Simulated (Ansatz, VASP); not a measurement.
BaS4 in VASP and in Ansatz

File INCAR:

```
SYSTEM = BaS4
PREC = Accurate
ENCUT = 600
EDIFF = 1E-7
ISMEAR = 0
SIGMA = 0.1
LREAL = .False.
LASPH = .True.
NELM = 60
ALGO = Normal
ISIF = 3
LWAVE = .False.
LCHARG = .False.
GGA = PE
IBRION = 2
NSW = 90
EDIFFG = -0.04
```

Contents of KPOINTS:

```
regular mesh
0
Gamma
  4 4 4
  0 0 0
```

POSCAR

```
BaS4
1.0
    5.3464901961      0.0000000000      0.0000000000
    0.0000000000      5.3464901961      0.0000000000
    0.0000000000      0.0000000000      5.5466063219
Ba S
1 4
Direct
    0.0000000000      0.0000000000      0.0000000000
    0.5000000000      0.0000000000      0.3215760803
    0.0000000000      0.5000000000      0.6784239197
    0.5000000000      0.0000000000      0.6784239197
    0.0000000000      0.5000000000      0.3215760803
```

Input for Ansatz:

```yaml
crystal:
  lattice:
    - [5.3464901961, 0.0, 0.0]
    - [0.0, 5.3464901961, 0.0]
    - [0.0, 0.0, 5.5466063219]
  atoms:
    - { symbol: Ba, position: [0.0, 0.0, 0.0] }
    - { symbol: S, position: [0.5, 0.0, 0.3215760803] }
    - { symbol: S, position: [0.0, 0.5, 0.6784239197] }
    - { symbol: S, position: [0.5, 0.0, 0.6784239197] }
    - { symbol: S, position: [0.0, 0.5, 0.3215760803] }
basis:
  ecutwfc: 420
kpoints:
  mp_grid: { grid: [4, 4, 4] }
hamiltonian:
  xc: pbe
scf:
  occupations: { method: gaussian, width: 0.1 }
  lower_state_search: "off"
output:
  forces: true
  stress: true
  eigenvalues: true
relax:
  adjacent_minimum: "off"
  f_tol: 0.04
  max_steps: 70
  cell: { stress_tol: 0.4 }
```

Change from the starting cell: ordered vacancies on the cation sites of fluorite (P4/mmm, No. 123).

Alike in both runs: task relaxation of cell and atoms; functional PBE; k mesh 4 × 4 × 4; occupations gaussian, width 0.1 eV; no spin polarisation.

|  | VASP | Ansatz |
| --- | --- | --- |
| version | VASP 6.6.1 | Ansatz 0.2.0 |
| potentials or method | VASP PAW PBE potentials, release 64 (Ba_sv, S), cutoff 600 eV | scalar-relativistic, plane waves, PAW |
| valence electrons in the cell | 34 | 34 |

Ansatz gave:

| Quantity | Value |
| --- | --- |
| gap on the k mesh at the Fermi level, each at its own relaxed structure (eV) | none |
| relaxed volume (Å³/atom) | 31.53 |
| relaxed cell length with the largest relative difference (Å) | 5.379 |

Q: Estimate VASP's values.

A: gap on the k mesh at the Fermi level, each at its own relaxed structure (eV): none; relaxed volume (Å³/atom): 32.43; relaxed cell length with the largest relative difference (Å): 5.503.

A gap of «none» marks a metal or a gap that the smearing closes.

Neither program's run includes spin-orbit coupling.
